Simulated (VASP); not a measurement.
Here is a VASP 6.6.1 calculation.

File INCAR:

```
SYSTEM = Ta
PREC     = Accurate       ! precision mode
ENCUT    = 520            ! plane-wave cutoff, eV
EDIFF    = 1E-6           ! SCF threshold, eV
ISMEAR   = -1             ! smearing method
SIGMA    = 0.01           ! smearing width, eV
LREAL    = .False.        ! projectors in reciprocal space
LASPH    = .True.         ! aspherical terms in the spheres
NELM     = 80             ! most SCF steps
ALGO     = Normal         ! electronic algorithm
ISIF     = 2              ! what is computed and relaxed
LWAVE    = .False.        ! write WAVECAR
LCHARG   = .False.        ! write CHGCAR
NBANDS   = 30             ! bands
```

Contents of KPOINTS:

```
regular mesh
0
Gamma
  2 2 14
  0 0 0
```

POSCAR

```
Ta
1.0
   22.7091110000      0.0000000000      0.0000000000
    0.0000000000     22.7091110000      0.0000000000
    0.0000000000      0.0000000000      2.3772800000
Ta
4
Direct
    0.3186290000      0.8186290000      0.0000000000
    0.6813710000      0.1813710000      0.0000000000
    0.1813710000      0.3186290000      0.0000000000
    0.8186290000      0.6813710000      0.0000000000
```

Potentials or basis: VASP PAW LDA potentials, release 64 (Ta_pv).

Run with:

```console
$ cat potpaw_LDA.64/Ta_pv/POTCAR > POTCAR
$ mpirun -np 1 vasp_std > vasp.out
```

(1) Estimate the band gap on the k mesh.

## Answers

(1) zero (bands 22 and 23 overlap by 2.61 eV).

Caveat: spin-orbit coupling is left out, which moves the levels of the heavy elements.
